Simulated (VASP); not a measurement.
Crystal: KF.

```
K F
1.0
     0.00000    3.07248    2.93540
     3.07248    0.00000    2.93540
     3.07248    3.07248    0.00000
K F
1 1
Direct
  0.00000 0.00000 0.00000
  0.25000 0.25000 0.25000
```

This cell differs from its parent crystal: biaxial xy strain +4.7%.

Base run:

| Item | Value |
| --- | --- |
| Program | VASP 6.6.1 |
| Functional | PBE |
| Potentials or basis | VASP PAW PBE potentials, release 64 (K_sv, F) |
| Cutoff | 520 eV |
| k mesh | 8 × 8 × 8 |
| Occupations | fermi-dirac, width 0.02 eV |
| Spin | no spin polarisation |

Its results: band gap on the k mesh 4.90 eV (least direct gap 5.05 eV); pressure -1.0 GPa.

Problem. The run is repeated on the same cell with these changes: functional from PBE to r2SCAN; occupations from fermi-dirac, width 0.02 eV to gaussian, width 0.01 eV. What comes out?

Solution. Band gap on the k mesh 5.51 eV (least direct gap 5.66 eV); pressure -1.8 GPa.

Caveats: the structure was generated, so it needn't be the stable form of KF; the PAW data sets were made with another functional, which shifts forces and pressure a little (at least some runs).

A k mesh can miss the band edges.
